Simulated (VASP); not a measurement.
Here is a VASP 6.6.1 calculation.

INCAR

```
SYSTEM = Tb4WO
PREC     = Accurate       ! precision mode
ENCUT    = 600            ! plane-wave cutoff, eV
EDIFF    = 1E-6           ! SCF threshold, eV
ISMEAR   = 0              ! smearing method
SIGMA    = 0.1            ! smearing width, eV
LREAL    = .FALSE.        ! projectors in reciprocal space
LASPH    = .TRUE.         ! aspherical terms in the spheres
NELM     = 200            ! most SCF steps
ALGO     = Normal         ! electronic algorithm
ISIF     = 2              ! what is computed and relaxed
LWAVE    = .FALSE.        ! write WAVECAR
LCHARG   = .FALSE.        ! write CHGCAR
ISPIN    = 2              ! spin polarisation
MAGMOM   = 0 0 0 0 0.72 0 ! initial moments
LORBIT   = 11             ! projections on sites
LMAXMIX  = 6              ! l up to which the mixer works
GGA      = PE             ! functional
NBANDS   = 41             ! bands
GGA_COMPAT= .FALSE.      
KPAR     = 4
```

KPOINTS

```
Automatic mesh
0
G
  12 12 4
  0 0 0
```

File POSCAR:

```
Tb4WO
1.0
    3.4395059235      0.0000000000      0.0000000000
   -1.7197529617      2.9786995062      0.0000000000
    0.0000000000      0.0000000000     13.5965176617
Tb W O
4 1 1
Direct
    0.3333333333      0.6666666667      0.8979079006
    0.3333333333      0.6666666667      0.3343591839
    0.6666666667      0.3333333333      0.6656408161
    0.6666666667      0.3333333333      0.1020920994
    0.0000000000      0.0000000000      0.5000000000
    0.0000000000      0.0000000000      0.0000000000
```

Potentials or basis: VASP PAW PBE potentials, release 64 (Tb_3, W_sv, O), 4f in core.

Run with:

```console
$ cat potpaw_PBE.64/Tb_3/POTCAR potpaw_PBE.64/W_sv/POTCAR potpaw_PBE.64/O/POTCAR > POTCAR
$ mpirun -np 4 vasp_std > vasp.out
```

Task: What does it give for the largest force?

Result: 0.074 eV/Å.

Task: Predict the band gap on the k mesh.

Result: Zero (filled and empty bands overlap).

Task: Estimate the pressure.

Result: 0.3 GPa.

Task: Predict the net moment.

Result: 0.00 μB per cell.

Stress tensor (GPa, compression positive):
```
0.33 0.00 0.00
0.00 0.33 0.00
0.00 0.00 0.20
```

Caveat: the magnetic or orbital state may not be the lowest; spin-orbit coupling is left out, which moves the levels of the heavy elements; the 4f electrons are frozen in the core, so they carry no moment and show no levels. With open d or f shells a metallic result of PBE can be an artefact of self-interaction; +U or a hybrid may open a gap.
